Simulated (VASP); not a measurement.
# SnSe (Fm-3m) in VASP: notebook

Runs on SnSe. Level: LDA. Tasks: single point.

All numbers are computed with VASP 6.6.1; they aren't measurements. Logs are shortened: lines on timing, memory, paths and dates and some standing lists are left out, and cuts for length are marked.

## Step 1: The cell of the first run

Symmetry: Fm-3m, No. 225, cubic system. The conventional cell has a = 5.893 Å, b = 5.893 Å, c = 5.893 Å, α = 90.00°, β = 90.00°, γ = 90.00°. Sn (site symmetry m-3m) has 6 Se at 2.95 Å within 3.9 Å. Se (site symmetry m-3m) has 6 Sn at 2.95 Å within 3.9 Å.

## Step 2: Single point, LDA

The input, INCAR:

```
SYSTEM = SnSe
PREC = Accurate ; ENCUT = 520
EDIFF = 1E-7 ; ISMEAR = 0
SIGMA = 0.02 ; LREAL = .FALSE.
LASPH = .TRUE. ; NELM = 100
ALGO = Normal ; ISIF = 2
LWAVE = .FALSE. ; LCHARG = .TRUE.
LELF = .TRUE. ; LVHAR = .TRUE.
NBANDS = 17
```

The input, KPOINTS:

```
regular mesh
0
G
  8 8 8
  0 0 0
```

The input, POSCAR:

```
SnSe
1.0
    0.0000000000      2.9466477692      2.9466477692
    2.9466477692      0.0000000000      2.9466477692
    2.9466477692      2.9466477692      0.0000000000
Sn Se
1 1
Direct
    0.0000000000      0.0000000000      0.0000000000
    0.5000000000      0.5000000000      0.5000000000
```

Potentials or basis: VASP PAW LDA potentials, release 64 (Sn_d, Se).

On the command line:

```sh
cat potpaw_LDA.64/Sn_d/POTCAR potpaw_LDA.64/Se/POTCAR > POTCAR
mpirun -np 1 vasp_std > vasp.out
```

OUTCAR:

```text
SYSTEM = SnSe
   PREC = Accurate
   ENCUT = 520
   EDIFF = 1E-7
   ISMEAR = 0
   LREAL = .FALSE.
   LASPH = .TRUE.
   NELM = 100
   ISIF = 2

 ion  position               nearest neighbor table
   1  0.000  0.000  0.000-   2 2.95   2 2.95   2 2.95   2 2.95   2 2.95   2 2.95
   2  0.500  0.500  0.500-   1 2.95   1 2.95   1 2.95   1 2.95   1 2.95   1 2.95

  LATTYP: Found a face centered cubic cell.
 ALAT       =     5.8932955384

  Lattice vectors:

 A1 = (   0.0000000000,   2.9466477692,   2.9466477692)
 A2 = (   2.9466477692,   0.0000000000,   2.9466477692)
 A3 = (   2.9466477692,   2.9466477692,   0.0000000000)

Analysis of symmetry for initial positions (statically):
=====================================================================
 Subroutine PRICEL returns:
 Original cell was already a primitive cell.

 Routine SETGRP: Setting up the symmetry group for a
 face centered cubic supercell.

 Subroutine GETGRP returns: Found 48 space group operations
 (whereof 48 operations were pure point group operations)
 out of a pool of 48 trial point group operations.

The static configuration has the point symmetry O_h .

Analysis of symmetry for dynamics (positions and initial velocities):
=====================================================================
 Subroutine PRICEL returns:
 Original cell was already a primitive cell.

 Routine SETGRP: Setting up the symmetry group for a
 face centered cubic supercell.

 Subroutine GETGRP returns: Found 48 space group operations
 (whereof 48 operations were pure point group operations)
 out of a pool of 48 trial point group operations.

The dynamic configuration has the point symmetry O_h .

 Subroutine INISYM returns: Found 48 space group operations
 (whereof 48 operations are pure point group operations),
 and found     1 'primitive' translations

----------------------------------------------------------------------------------------

                                     Primitive cell

  volume of cell :      51.1699

  direct lattice vectors                    reciprocal lattice vectors
     0.000000000  2.946647769  2.946647769    -0.169684346  0.169684346  0.169684346
     2.946647769  0.000000000  2.946647769     0.169684346 -0.169684346  0.169684346
     2.946647769  2.946647769  0.000000000     0.169684346  0.169684346 -0.169684346

  length of vectors
     4.167189239  4.167189239  4.167189239     0.293901909  0.293901909  0.293901909

  position of ions in fractional coordinates (direct lattice)
     0.000000000  0.000000000  0.000000000
     0.500000000  0.500000000  0.500000000

  ion indices of the primitive-cell ions
   primitive index   ion index
                 1           1
                 2           2

----------------------------------------------------------------------------------------

 KPOINTS: regular mesh

Automatic generation of k-mesh.
 Grid dimensions read from file:
 generate k-points for:    8    8    8

 Generating k-lattice:

  Cartesian coordinates                     Fractional coordinates (reciprocal lattice)
    -0.021210543  0.021210543  0.021210543     0.125000000  0.000000000  0.000000000
     0.021210543 -0.021210543  0.021210543     0.000000000  0.125000000  0.000000000
     0.021210543  0.021210543 -0.021210543     0.000000000  0.000000000  0.125000000

  Length of vectors
     0.036737739  0.036737739  0.036737739

  Shift w.r.t. Gamma in fractional coordinates (k-lattice)
     0.000000000  0.000000000  0.000000000

 Subroutine IBZKPT returns following result:
 ===========================================

 Found     29 irreducible k-points:

 Following reciprocal coordinates:
            Coordinates               Weight
  0.000000  0.000000  0.000000      1.000000
  0.125000  0.000000  0.000000      8.000000
  0.250000  0.000000  0.000000      8.000000
  0.375000  0.000000  0.000000      8.000000
  0.500000  0.000000  0.000000      4.000000
  0.125000  0.125000  0.000000      6.000000
[... 16 lines left out ...]
  0.500000  0.250000  0.125000     48.000000
 -0.375000  0.250000  0.125000     24.000000
 [... further k-points ...]
   k-points           NKPTS =     29   k-points in BZ     NKDIM =     29   number of bands    NBANDS=     17
   number of dos      NEDOS =    301   number of ions     NIONS =      2
   total plane-waves  NPLWV =  32768
   dimension x,y,z NGX =    32 NGY =   32 NGZ =   32
   dimension x,y,z NGXF=    64 NGYF=   64 NGZF=   64
   ions per type =               1   1
   NGX,Y,Z   is equivalent  to a cutoff of  12.77, 12.77, 12.77 a.u.
   NGXF,Y,Z  is equivalent  to a cutoff of  25.53, 25.53, 25.53 a.u.
 SYSTEM =  SnSe
   PREC   = accura    normal or accurate (medium, high low for compatibility)
   ISTART =      0    job   : 0-new  1-cont  2-samecut
   ICHARG =      2    charge: 1-file 2-atom 10-const
   ISPIN  =      1    spin polarized calculation?
   LNONCOLLINEAR =      F non collinear calculations
   LSORBIT =      F    spin-orbit coupling
   LASPH  =      T    aspherical Exc in radial PAW
   ENCUT  =  520.0 eV  38.22 Ry    6.18 a.u.   7.75  7.75  7.75*2*pi/ulx,y,z
   NELM   =    100;   NELMIN=  2; NELMDL= -5     # of ELM steps
   EDIFF  = 0.1E-06   stopping-criterion for ELM
   LREAL  =      F    real-space projection
   EDIFFG = 0.1E-05   stopping-criterion for IOM
   NSW    =      0    number of steps for IOM
   IBRION =     -1    ionic relax: 0-MD 1-quasi-New 2-CG
   NFREE  =      0    steps in history (QN), initial steepest desc. (CG)
   ISIF   =      2    stress and relaxation
   ISYM   =      2    0-nonsym 1-usesym 2-fastsym
   POTIM  = 0.5000    time-step for ionic-motion
   TEBEG  =    0.0;   TEEND  =   0.0 temperature during run
   PSTRESS=    0.0 pullay stress
   NELECT =      20.0000    total number of electrons
   NUPDOWN=      -1.0000    fix difference up-down
   EMIN   =  10.00;   EMAX   =-10.00  energy-range for DOS
   EFERMI =   0.00;   METHOD = LEGACY
   ISMEAR =     0;   SIGMA  =   0.02  broadening in eV -4-tet -1-fermi 0-gaus
   EFERMI_NEDOS =   21; number of points for ismear=-14 and -15
   IALGO  =     38    algorithm
   IMIX   =      4    mixing-type and parameters
     AMIX     =   0.40;   BMIX     =  1.00
     AMIX_MAG =   1.60;   BMIX_MAG =  1.00
  volume/ion in A,a.u.               =      25.58       172.66
  Fermi-wavevector in a.u.,A,eV,Ry     =   1.196961  2.261928 19.493274  1.432715
  Thomas-Fermi vector in A             =   2.332888
   LORBIT       =      0    0 simple, 1 ext, 2 COOP (PROOUT), +10 PAW based schemes
   GGA     = CA    functional components
   LHFCALC =     F    Hartree Fock is set to
   AEXX    =    0.0000 exact exchange contribution
   IVDW    =     0    specifies the selected vdW correction
   LEPSILON=     F    determine dielectric tensor
   LRPA    =     F    only Hartree local field effects (RPA)
 non-spin polarized calculation
 Gauss-broadening in eV      SIGMA  =   0.02
  energy-cutoff  :      520.00
  volume of cell :       51.17
 maximum number of plane-waves:      1411
   NGX = 15   NGY = 15   NGZ = 15

 number of electron      19.9999998 magnetization

 Free energy of the ion-electron system (eV)
  ---------------------------------------------------
  ext. energy  EPLUGINS =         0.00000000
  ---------------------------------------------------
  free energy    TOTEN  =        -9.50972125 eV

  energy without entropy =       -9.50972125  energy(sigma->0) =       -9.50972125

 E-fermi :   6.1996     XC(G=0): -10.1677

 val. band max:        6.0371676686   @ k =  -0.2500   0.1250   0.0000
 cond. band min:       6.8044474315   @ k =  -0.3750   0.1250   0.0000
 fundamental gap:      0.7672797629
 Fermi energy:         6.1995934752

 k-point     1 :       0.0000    0.0000    0.0000
  band No.  band energies     occupation
      1     -15.3320      2.00000
      2     -15.3320      2.00000
      3     -15.3270      2.00000
      4     -15.3270      2.00000
      5     -15.3270      2.00000
      6      -8.1553      2.00000
[... 9 lines left out ...]
     16      11.9555      0.00000
     17      14.1952      0.00000

 k-point     2 :       0.1250    0.0000    0.0000
  band No.  band energies     occupation
      1     -15.3332      2.00000
      2     -15.3332      2.00000
      3     -15.3266      2.00000
      4     -15.3249      2.00000
      5     -15.3249      2.00000
      6      -8.0318      2.00000
[... 9 lines left out ...]
     16      12.3498      0.00000
     17      15.4794      0.00000

 k-point     3 :       0.2500    0.0000    0.0000
  band No.  band energies     occupation
      1     -15.3369      2.00000
      2     -15.3369      2.00000
      3     -15.3255      2.00000
      4     -15.3190      2.00000
      5     -15.3190      2.00000
      6      -7.6957      2.00000
[... 9 lines left out ...]
     16      13.3533      0.00000
     17      17.8195      0.00000

 k-point     4 :       0.3750    0.0000    0.0000
  band No.  band energies     occupation
      1     -15.3408      2.00000
      2     -15.3408      2.00000
      3     -15.3245      2.00000
      4     -15.3129      2.00000
      5     -15.3129      2.00000
      6      -7.2801      2.00000
[... 9 lines left out ...]
     16      14.8908      0.00000
     17      17.8922      0.00000

 k-point     5 :       0.5000    0.0000    0.0000
  band No.  band energies     occupation
      1     -15.3424      2.00000
      2     -15.3424      2.00000
      3     -15.3241      2.00000
      4     -15.3104      2.00000
      5     -15.3104      2.00000
      6      -7.0706      2.00000
[... 9 lines left out ...]
     16      16.4691      0.00000
     17      16.4882      0.00000

 k-point     6 :       0.1250    0.1250    0.0000
  band No.  band energies     occupation
      1     -15.3362      2.00000
      2     -15.3305      2.00000
      3     -15.3284      2.00000
      4     -15.3237      2.00000
      5     -15.3237      2.00000
      6      -7.9902      2.00000
[... 9 lines left out ...]
     16      13.0826      0.00000
     17      14.6543      0.00000

 k-point     7 :       0.2500    0.1250    0.0000
  band No.  band energies     occupation
      1     -15.3409      2.00000
      2     -15.3316      2.00000
      3     -15.3282      2.00000
      4     -15.3198      2.00000
      5     -15.3182      2.00000
      6      -7.7234      2.00000
[... 9 lines left out ...]
     16      14.0777      0.00000
     17      16.0118      0.00000

 k-point     8 :       0.3750    0.1250    0.0000
  band No.  band energies     occupation
      1     -15.3450      2.00000
      2     -15.3355      2.00000
      3     -15.3256      2.00000
      4     -15.3158      2.00000
      5     -15.3121      2.00000
      6      -7.3263      2.00000
[... 9 lines left out ...]
     16      15.5241      0.00000
     17      17.8186      0.00000
[... 203 lines left out ...]
      1     -15.3682      2.00000
      2     -15.3334      2.00000
      3     -15.3244      2.00000
      4     -15.3059      2.00000
      5     -15.3049      2.00000
      6      -6.7862      2.00000
[... 9 lines left out ...]
     16      17.5928      0.00000
     17      17.9001      0.00000

 k-point    20 :      -0.3750    0.3750    0.0000
  band No.  band energies     occupation
      1     -15.3624      2.00000
      2     -15.3289      2.00000
      3     -15.3274      2.00000
      4     -15.3096      2.00000
      5     -15.3065      2.00000
      6      -6.7346      2.00000
[... 9 lines left out ...]
     16      16.2402      0.00000
     17      18.8108      0.00000

 k-point    21 :       0.5000    0.5000    0.0000
  band No.  band energies     occupation
      1     -15.3733      2.00000
      2     -15.3361      2.00000
      3     -15.3218      2.00000
      4     -15.3033      2.00000
      5     -15.3033      2.00000
      6      -6.7276      2.00000
[... 9 lines left out ...]
     16      18.3274      0.00000
     17      19.0050      0.00000

 k-point    22 :       0.3750    0.2500    0.1250
  band No.  band energies     occupation
      1     -15.3463      2.00000
      2     -15.3321      2.00000
      3     -15.3279      2.00000
      4     -15.3157      2.00000
      5     -15.3141      2.00000
      6      -7.4221      2.00000
[... 9 lines left out ...]
     16      15.7425      0.00000
     17      15.9631      0.00000

 k-point    23 :       0.5000    0.2500    0.1250
  band No.  band energies     occupation
      1     -15.3499      2.00000
      2     -15.3348      2.00000
      3     -15.3243      2.00000
      4     -15.3139      2.00000
      5     -15.3105      2.00000
      6      -7.0643      2.00000
[... 9 lines left out ...]
     16      15.9880      0.00000
     17      17.5392      0.00000

 k-point    24 :      -0.3750    0.2500    0.1250
  band No.  band energies     occupation
      1     -15.3511      2.00000
      2     -15.3363      2.00000
      3     -15.3208      2.00000
      4     -15.3156      2.00000
      5     -15.3085      2.00000
      6      -6.8920      2.00000
[... 9 lines left out ...]
     16      17.1168      0.00000
     17      17.1899      0.00000

 [... further k-points ...]
[... 5 lines left out ...]
  --------------------------------------------------------------------------------------
  -------------------------------------------------------------------------------------
  Total        0.0267589      0.0267589      0.0267589      0.0000000     -0.0000000      0.0000000
  in kB        0.8378458      0.8378458      0.8378458      0.0000000     -0.0000000      0.0000000
  external PRESSURE =       0.8378458 kB  Pullay stress =       0.0000000 kB

 VOLUME and BASIS-vectors are now :
 -----------------------------------------------------------------------------
  energy-cutoff  :      520.00
  volume of cell :       51.17
      direct lattice vectors                 reciprocal lattice vectors
     0.000000000  2.946647769  2.946647769    -0.169684346  0.169684346  0.169684346
     2.946647769  0.000000000  2.946647769     0.169684346 -0.169684346  0.169684346
     2.946647769  2.946647769  0.000000000     0.169684346  0.169684346 -0.169684346

 POSITION                                       TOTAL-FORCE (eV/Angst)
 -----------------------------------------------------------------------------------
      0.00000      0.00000      0.00000        -0.000000     -0.000000     -0.000000
      2.94665      2.94665      2.94665         0.000000      0.000000      0.000000
 -----------------------------------------------------------------------------------
    total drift:                                0.000000     -0.000000     -0.000000

  FREE ENERGIE OF THE ION-ELECTRON SYSTEM (eV)
  ---------------------------------------------------
  free  energy   TOTEN  =        -9.5097212537 eV

  energy  without entropy=       -9.5097212537  energy(sigma->0) =       -9.50972125
```

Run time: 18 s. Hardware: 1 thread of Intel Xeon 8259CL, shared host; peak memory 0.16 GiB.

Results:

```yaml
Free_energy: -9.5097 eV
Pressure: 0.1 GPa
Band_gap_on_the_k_mesh: 0.77 eV, indirect (least direct gap 0.92 eV)
```

Levels at points of the mesh, in eV from the valence-band top:
```
           k point  band 7  band 8  band 9  band 10  band 11  band 12  band 13  band 14
(0.00, 0.00, 0.00)   -4.84   -2.23   -2.23    -2.23     4.59     4.59     4.59     5.92
(0.50, 0.00, 0.00)   -8.32   -1.95   -1.95    -0.01     0.90     1.27     1.27     8.46
(0.50, 0.50, 0.00)   -6.00   -5.80   -3.81    -3.81     2.90     5.74     5.74     6.42
```

Caveat: spin-orbit coupling is left out, which moves the levels of the heavy elements.

(Part 1 of 2 ends here.)
